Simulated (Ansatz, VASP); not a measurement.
# Two plane-wave programs on Ti

POSCAR

```
Ti
1.0
    0.0000000000      1.9705742659      1.9705742659
    1.9705742659      0.0000000000      1.9705742659
    1.9705742659      1.9705742659      0.0000000000
Ti
1
Direct
    0.0000000000      0.0000000000      0.0000000000
```

File INCAR.step1:

```
SYSTEM = Ti
  ALGO = Normal
  EDIFF = 1E-4
  ENCUT = 520
  GGA = PE
  ISMEAR = -1
  LASPH = .True.
  LCHARG = .False.
  LREAL = .False.
  LWAVE = .True.
  NBANDS = 12
  NELM = 100
  PREC = Accurate
  SIGMA = 0.1
```

INCAR.step2

```
SYSTEM = Ti
  ALGO = Normal
  EDIFF = 1E-6
  ENCUT = 520
  ISIF = 2
  ISMEAR = -1
  ISTART = 1
  LASPH = .True.
  LCHARG = .False.
  LMIXTAU = .True.
  LREAL = .False.
  LWAVE = .False.
  METAGGA = R2SCAN
  NBANDS = 12
  NELM = 100
  PREC = Accurate
  SIGMA = 0.1
```

KPOINTS

```
k-points
0
Gamma
  15 15 15
  0 0 0
```

Input for Ansatz:

```yaml
crystal:
  lattice:
    - [0.0, 1.9705742659, 1.9705742659]
    - [1.9705742659, 0.0, 1.9705742659]
    - [1.9705742659, 1.9705742659, 0.0]
  atoms:
    - { symbol: Ti, position: [0.0, 0.0, 0.0] }
hamiltonian:
  xc: r2scan
  pseudopotentials:
    kind: paw
    azcp:
      Ti: "pseudopotentials/Ti.paw.azcp"
basis:
  ecutwfc: 500
  fft_grid_basis: typed
kpoints:
  mp_grid: { grid: [15, 15, 15], shift: [0, 0, 0] }
magnetization:
  spin_polarized: false
scf:
  occupations: { method: fermi_dirac, width: 0.1 }
  lower_state_search: "off"
output:
  stress: true
```

Alike in both runs: task single point; functional r2SCAN; k mesh 15 × 15 × 15; occupations fermi-dirac, width 0.1 eV; no spin polarisation.

|  | VASP | Ansatz |
| --- | --- | --- |
| version | VASP 6.6.1 | Ansatz 0.2.0 |
| potentials or method | VASP PAW PBE potentials, release 64 (Ti_sv), cutoff 520 eV | plane waves (500 eV) with PAW, scalar-relativistic |
| valence electrons in the cell | 12 | 12 |

|  | VASP | Ansatz | Ansatz less VASP |
| --- | --- | --- | --- |
| pressure (GPa) | 18.0 | 17.4 | -0.53 |

VASP's potentials were made for PBE, not for r2SCAN. With one functional, cell and mesh, what is left measures potentials, basis and numerics.
